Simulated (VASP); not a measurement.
# Ru6Cl in VASP: notebook, part 2 of 2

VASP 6.6.1.

## 4. Single point, PBE

File INCAR:

```
SYSTEM = Ru6Cl
PREC = Accurate
ENCUT = 520
EDIFF = 1E-6
ISMEAR = 0
SIGMA = 0.1
LREAL = .False.
LASPH = .True.
NELM = 60
ALGO = Normal
ISIF = 2
LWAVE = .False.
LCHARG = .False.
LDIPOL = .True.
IDIPOL = 3
DIPOL = 0.5 0.5 0.356
GGA = PE
NBANDS = 54
```

File KPOINTS:

```
Automatic mesh
0
Gamma
  10 6 1
  0 0 0
```

File POSCAR:

```
Ru6Cl
1.0
    2.7197977463      0.0000000000      0.0000000000
    0.0000000000      4.2966597637      0.0000000000
    0.0000000000      0.0000000000     20.8383397203
Ru Cl
6 1
Direct
    0.0000000000      0.7500000000      0.1919538722
    0.5000000000      0.2500000000      0.2296314412
    0.5000000000      0.7500000000      0.3049865789
    0.0000000000      0.2500000000      0.3407382299
    0.0000000000      0.7500000000      0.4168575065
    0.5000000000      0.2500000000      0.4481326174
    0.6666666667      0.2500000000      0.5570025539
```

Command:

```console
$ cat potpaw_PBE.64/Ru_pv/POTCAR potpaw_PBE.64/Cl/POTCAR > POTCAR
$ mpirun -np 1 vasp_std > vasp.out
```

Wall time 5.3 min (1 thread of Intel Xeon 6975P-C (Granite Rapids), shared host); peak memory 0.44 GiB.

The run converged. Its results:

- Free energy: -54.1127 eV
- Largest force: 1.054 eV/Å
- Band gap on the k mesh: zero (an odd number of electrons rules out a gap without spin polarisation)

Forces in eV/Å, atoms in the order of the input:
```
Ru  -0.014  0.000  1.054
Ru  -0.064  0.000 -0.838
Ru   0.029  0.000 -0.081
Ru  -0.072  0.000 -0.411
Ru   0.109  0.000 -0.605
Ru   0.473  0.000  0.898
Cl  -0.462  0.000 -0.017
```

Levels at points of the mesh, in eV from the Fermi level:
```csv
k point,band 44,band 45,band 46,band 47,band 48,band 49
"(0.00, 0.00, 0.00)",-0.85,-0.62,-0.53,-0.36,-0.09,0.47
"(0.50, 0.00, 0.00)",0.08,0.18,0.21,0.94,1.34,1.43
"(0.00, 0.50, 0.00)",-0.22,-0.16,0.03,0.39,0.41,0.45
"(0.50, 0.50, 0.00)",0.23,0.51,0.69,1.10,1.11,1.37
```

Caveat: an odd number of electrons without spin polarisation forces a metal; a magnetic or distorted state may lie lower.

## 5. Single point, PBE

File INCAR:

```
PREC = Accurate
ENCUT = 520
EDIFF = 1E-6
ISMEAR = 0
SIGMA = 0.1
LREAL = F
LASPH = T
NELM = 80
ALGO = Normal
ISIF = 2
LWAVE = F
LCHARG = T
LDIPOL = T
IDIPOL = 3
DIPOL = 0.5 0.5 0.353
GGA = PE
LELF = T
LVHAR = T
LVACPOTAV = T
NBANDS = 54
```

File KPOINTS:

```
Automatic mesh
0
Gamma
  10 6 1
```

Edit POSCAR of step 4 so:

```diff
@@ -14,2 +14,2 @@
     0.5000000000      0.2500000000      0.4481326174
-    0.6666666667      0.2500000000      0.5570025539
+    0.5000000000      0.5500000000      0.5399521582
```

Potentials or basis: VASP PAW PBE potentials, release 64 (Ru_pv, Cl).

Command:

```console
$ cat potpaw_PBE.64/Ru_pv/POTCAR potpaw_PBE.64/Cl/POTCAR > POTCAR
$ mpirun -np 1 vasp_std > vasp.out
```

OUTCAR:

```text
PREC = Accurate
   ENCUT = 520
   EDIFF = 1E-6
   ISMEAR = 0
   LREAL = F
   LASPH = T
   NELM = 80
   ISIF = 2
   GGA = PE

 ion  position               nearest neighbor table
   1  0.000  0.750  0.192-   2 2.66   2 2.66   2 2.66   2 2.66   3 2.72   3 2.72
   2  0.500  0.250  0.230-   3 2.66   3 2.66   1 2.66   1 2.66   1 2.66   1 2.66   4 2.69   4 2.69

   3  0.500  0.750  0.305-   4 2.65   4 2.65   4 2.65   4 2.65   2 2.66   2 2.66   5 2.70   5 2.70
                             1 2.72   1 2.72
   4  0.000  0.250  0.341-   6 2.62   6 2.62   3 2.65   3 2.65   3 2.65   3 2.65   5 2.67   5 2.67
                             2 2.69   2 2.69
   5  0.000  0.750  0.417-   6 2.62   6 2.62   6 2.62   6 2.62   4 2.67   4 2.67   3 2.70   3 2.70

   6  0.500  0.250  0.448-   7 2.31   4 2.62   4 2.62   5 2.62   5 2.62   5 2.62   5 2.62
   7  0.500  0.550  0.540-   6 2.31

  LATTYP: Found a simple orthorhombic cell.
 ALAT       =     2.7197977463
 B/A-ratio  =     1.5797717935
 C/A-ratio  =     7.6617240192

  Lattice vectors:

 A1 = (   2.7197977463,   0.0000000000,   0.0000000000)
 A2 = (   0.0000000000,   4.2966597637,   0.0000000000)
 A3 = (   0.0000000000,   0.0000000000,  20.8383397203)

Analysis of symmetry for initial positions (statically):
=====================================================================
 Subroutine PRICEL returns:
 Original cell was already a primitive cell.

 Routine SETGRP: Setting up the symmetry group for a
 simple orthorhombic supercell.

 Subroutine GETGRP returns: Found  2 space group operations
 (whereof  2 operations were pure point group operations)
 out of a pool of  8 trial point group operations.

The static configuration has the point symmetry C_1h.

Analysis of symmetry for dynamics (positions and initial velocities):
=====================================================================
 Subroutine PRICEL returns:
 Original cell was already a primitive cell.

 Routine SETGRP: Setting up the symmetry group for a
 simple orthorhombic supercell.

 Subroutine GETGRP returns: Found  2 space group operations
 (whereof  2 operations were pure point group operations)
 out of a pool of  8 trial point group operations.

The dynamic configuration has the point symmetry C_1h.

 Subroutine INISYM returns: Found  2 space group operations
 (whereof  2 operations are pure point group operations),
 and found     1 'primitive' translations

----------------------------------------------------------------------------------------

                                     Primitive cell

  volume of cell :     243.5178

  direct lattice vectors                    reciprocal lattice vectors
     2.719797746  0.000000000  0.000000000     0.367674398  0.000000000  0.000000000
     0.000000000  4.296659764  0.000000000     0.000000000  0.232738931  0.000000000
     0.000000000  0.000000000 20.838339720     0.000000000  0.000000000  0.047988468

  length of vectors
     2.719797746  4.296659764 20.838339720     0.367674398  0.232738931  0.047988468

  position of ions in fractional coordinates (direct lattice)
     0.000000000  0.750000000  0.191953872
     0.500000000  0.250000000  0.229631441
     0.500000000  0.750000000  0.304986579
     0.000000000  0.250000000  0.340738230
     0.000000000  0.750000000  0.416857507
     0.500000000  0.250000000  0.448132617
     0.500000000  0.550000000  0.539952158

[... 63 lines left out ...]
   number of dos      NEDOS =    301   number of ions     NIONS =      7
   total plane-waves  NPLWV = 102400
   dimension x,y,z NGX =    20 NGY =   32 NGZ =  160
   dimension x,y,z NGXF=    40 NGYF=   64 NGZF=  320
   ions per type =               6   1
   NGX,Y,Z   is equivalent  to a cutoff of  12.22, 12.38, 12.76 a.u.
   NGXF,Y,Z  is equivalent  to a cutoff of  24.45, 24.76, 25.53 a.u.
 SYSTEM =  unknown system
   PREC   = accura    normal or accurate (medium, high low for compatibility)
   ISTART =      0    job   : 0-new  1-cont  2-samecut
   ICHARG =      2    charge: 1-file 2-atom 10-const
   ISPIN  =      1    spin polarized calculation?
   LNONCOLLINEAR =      F non collinear calculations
   LSORBIT =      F    spin-orbit coupling
   LASPH  =      T    aspherical Exc in radial PAW
   ENCUT  =  520.0 eV  38.22 Ry    6.18 a.u.   5.06  7.99 38.75*2*pi/ulx,y,z
   NELM   =     80;   NELMIN=  2; NELMDL= -5     # of ELM steps
   EDIFF  = 0.1E-05   stopping-criterion for ELM
   LREAL  =      F    real-space projection
   EDIFFG = 0.1E-04   stopping-criterion for IOM
   NSW    =      0    number of steps for IOM
   IBRION =     -1    ionic relax: 0-MD 1-quasi-New 2-CG
   NFREE  =      0    steps in history (QN), initial steepest desc. (CG)
   ISIF   =      2    stress and relaxation
   ISYM   =      2    0-nonsym 1-usesym 2-fastsym
   POTIM  = 0.5000    time-step for ionic-motion
   TEBEG  =    0.0;   TEEND  =   0.0 temperature during run
   PSTRESS=    0.0 pullay stress
   NELECT =      91.0000    total number of electrons
   NUPDOWN=      -1.0000    fix difference up-down
   EMIN   =  10.00;   EMAX   =-10.00  energy-range for DOS
   EFERMI =   0.00;   METHOD = LEGACY
   ISMEAR =     0;   SIGMA  =   0.10  broadening in eV -4-tet -1-fermi 0-gaus
   EFERMI_NEDOS =   21; number of points for ismear=-14 and -15
   IALGO  =     38    algorithm
   IMIX   =      4    mixing-type and parameters
     AMIX     =   0.40;   BMIX     =  1.00
     AMIX_MAG =   1.60;   BMIX_MAG =  1.00
  volume/ion in A,a.u.               =      34.79       234.76
  Fermi-wavevector in a.u.,A,eV,Ry     =   1.179175  2.228318 18.918283  1.390455
  Thomas-Fermi vector in A             =   2.315491
   LORBIT       =      0    0 simple, 1 ext, 2 COOP (PROOUT), +10 PAW based schemes
   GGA     = PE    functional components
   LHFCALC =     F    Hartree Fock is set to
   AEXX    =    0.0000 exact exchange contribution
   IVDW    =     0    specifies the selected vdW correction
   LEPSILON=     F    determine dielectric tensor
   LRPA    =     F    only Hartree local field effects (RPA)
 non-spin polarized calculation
 Gauss-broadening in eV      SIGMA  =   0.10
  energy-cutoff  :      520.00
  volume of cell :      243.52
 maximum number of plane-waves:      6614
   NGX = 11   NGY = 15   NGZ = 77

 dipolmoment           0.000000      0.000000     -0.015742 electrons x Angstroem

 number of electron      91.0000042 magnetization

 dipolmoment           0.000000      0.000000      0.049012 electrons x Angstroem

 Free energy of the ion-electron system (eV)
  ---------------------------------------------------
  ext. energy  EPLUGINS =         0.00000000
  ---------------------------------------------------
  free energy    TOTEN  =       -54.08193013 eV

  energy without entropy =      -54.04080906  energy(sigma->0) =      -54.06136959

 E-fermi :   1.7311     XC(G=0):  -6.3722

 val. band max:        1.7140423998   @ k =   0.3000   0.1667   0.0000
 cond. band min:       1.7389881838   @ k =   0.2000   0.3333   0.0000
 fundamental gap:      0.0249457840
 Fermi energy:         1.7310645232

 k-point     1 :       0.0000    0.0000    0.0000
  band No.  band energies     occupation
      1     -41.9239      2.00000
      2     -41.7195      2.00000
      3     -41.6454      2.00000
      4     -41.5475      2.00000
      5     -41.4114      2.00000
      6     -41.3108      2.00000
[... 1357 lines left out ...]
     53       4.8758      0.00000
     54       5.2074      0.00000

------------------------ aborting loop because EDIFF is reached ----------------------------------------

  FORCE on cell =-STRESS in cart. coord.  units (eV):
  Direction    XX          YY          ZZ          XY          YZ          ZX
  --------------------------------------------------------------------------------------
  -------------------------------------------------------------------------------------
  Total        0.3712570     -2.1699866     -1.1009935      0.0000000     -0.7173053      0.0000000
  in kB        2.4426120    -14.2769998     -7.2437698      0.0000000     -4.7193689      0.0000000
  external PRESSURE =      -6.3593858 kB  Pullay stress =       0.0000000 kB

 VOLUME and BASIS-vectors are now :
 -----------------------------------------------------------------------------
  energy-cutoff  :      520.00
  volume of cell :      243.52
      direct lattice vectors                 reciprocal lattice vectors
     2.719797746  0.000000000  0.000000000     0.367674398  0.000000000  0.000000000
     0.000000000  4.296659764  0.000000000     0.000000000  0.232738931  0.000000000
     0.000000000  0.000000000 20.838339720     0.000000000  0.000000000  0.047988468

 POSITION                                       TOTAL-FORCE (eV/Angst)
 -----------------------------------------------------------------------------------
      0.00000      3.22249      4.00000         0.000000      0.020067      1.017061
      1.35990      1.07416      4.78514         0.000000     -0.041644     -0.700585
      1.35990      3.22249      6.35541         0.000000     -0.084554     -0.024207
      0.00000      1.07416      7.10042         0.000000      0.141683     -0.328741
      0.00000      3.22249      8.68662         0.000000      0.668863     -0.687790
      1.35990      1.07416      9.33834         0.000000     -0.547661      0.741015
      1.35990      2.36316     11.25171         0.000000     -0.156754     -0.016754
 -----------------------------------------------------------------------------------
    total drift:                               -0.000000     -0.000067      0.000016

  FREE ENERGIE OF THE ION-ELECTRON SYSTEM (eV)
  ---------------------------------------------------
  free  energy   TOTEN  =       -54.0819301262 eV

  energy  without entropy=      -54.0408090606  energy(sigma->0) =      -54.06136959

 vacuum level on the upper side and lower side of the slab         7.186         6.428
```

Run time: 5.1 min. Hardware: 1 thread of Intel Xeon 6975P-C (Granite Rapids), shared host; peak memory 0.44 GiB.

What came out:

* Free energy: -54.0819 eV
* Largest force: 1.017 eV/Å
* Band gap on the k mesh: zero (an odd number of electrons rules out a gap without spin polarisation)

Forces on the atoms (eV/Å):
```
Ru   0.000  0.020  1.017
Ru   0.000 -0.042 -0.701
Ru   0.000 -0.085 -0.024
Ru   0.000  0.142 -0.329
Ru   0.000  0.669 -0.688
Ru   0.000 -0.548  0.741
Cl   0.000 -0.157 -0.017
```

Caveat: an odd number of electrons without spin polarisation forces a metal; a magnetic or distorted state may lie lower.

## 6. Overview

```tsv
cell	gap on the mesh (eV)	largest force (eV/Å)
as given, atomic positions A	none	0.76
as given, atomic positions B	none	1.08
as given, atomic positions C	none	1.05
as given, atomic positions D	none	1.02
```

Alike in all rows: task single point; level PBE; potentials or basis VASP PAW PBE potentials, release 64 (Ru_pv, Cl); no spin polarisation; k mesh 10 × 6 × 1; cutoff (eV) 520; smearing gaussian 0.1 eV.

Caveats: an odd number of electrons without spin polarisation forces a metal; a magnetic or distorted state may lie lower.

Absolute energies hang on the potentials; compare differences alone.

The gap in the log of VASP goes by the Fermi energy; the results here count the filled bands.